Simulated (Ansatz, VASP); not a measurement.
## Bi: VASP beside Ansatz

File INCAR:

```
ALGO = Normal ; DIPOL = 0.5 0.5 0.500
EDIFF = 1E-6 ; ENCUT = 520
GGA = PE ; IDIPOL = 3
ISIF = 2 ; ISMEAR = 0
LASPH = T ; LCHARG = F
LDIPOL = T ; LREAL = F
LWAVE = F ; NBANDS = 22
NELM = 80 ; PREC = Accurate
SIGMA = 0.02
```

The input KPOINTS:

```
k-points
0
Gamma
  9 9 1
```

File POSCAR:

```
Bi
1.0
    4.5580000000      0.0000000000      0.0000000000
   -2.2790000000      3.9473437904      0.0000000000
    0.0000000000      0.0000000000     28.0000000000
Bi
2
Direct
    0.3333333333      0.6666666667      0.5330178571
    0.6666666667      0.3333333333      0.4669821429
```

Input for Ansatz:

```yaml
crystal:
  lattice:
    - [4.558, 0.0, 0.0]
    - [-2.279, 3.9473437904, 0.0]
    - [0.0, 0.0, 28.0]
  atoms:
    - { symbol: Bi, position: [0.3333333333, 0.6666666667, 0.5330178571] }
    - { symbol: Bi, position: [0.6666666667, 0.3333333333, 0.4669821429] }
  periodic: [true, true, false]
basis:
  ecutwfc: 420
kpoints:
  mp_grid: { grid: [9, 9, 1] }
hamiltonian:
  xc: pbe
scf:
  occupations: { method: gaussian, width: 0.02 }
output:
  forces: true
  stress: true
  eigenvalues: true
```

Alike in both runs: task single point; functional PBE; k mesh 9 × 9 × 1; occupations gaussian, width 0.02 eV; no spin polarisation.

|  | VASP | Ansatz |
| --- | --- | --- |
| version | VASP 6.6.1 | Ansatz 0.2.0 |
| potentials or method | VASP PAW PBE potentials, release 64 (Bi_d), cutoff 520 eV | scalar-relativistic, plane waves, PAW |
| valence electrons in the cell | 30 | 30 |

|  | VASP | Ansatz | Ansatz less VASP |
| --- | --- | --- | --- |
| gap on the k mesh at the Fermi level (eV) | 0.49 | 0.50 | +0.010 |
| least direct gap on the mesh (eV) | 0.49 | 0.50 | +0.010 |
| rms of the force components (eV/Å) | 0.705 | 0.711 | +0.0061 |

Atom by atom the forces differ by 0.006 eV/Å (rms over components). With one functional, cell and mesh, what is left measures potentials, basis and numerics.

Neither program's run includes spin-orbit coupling.
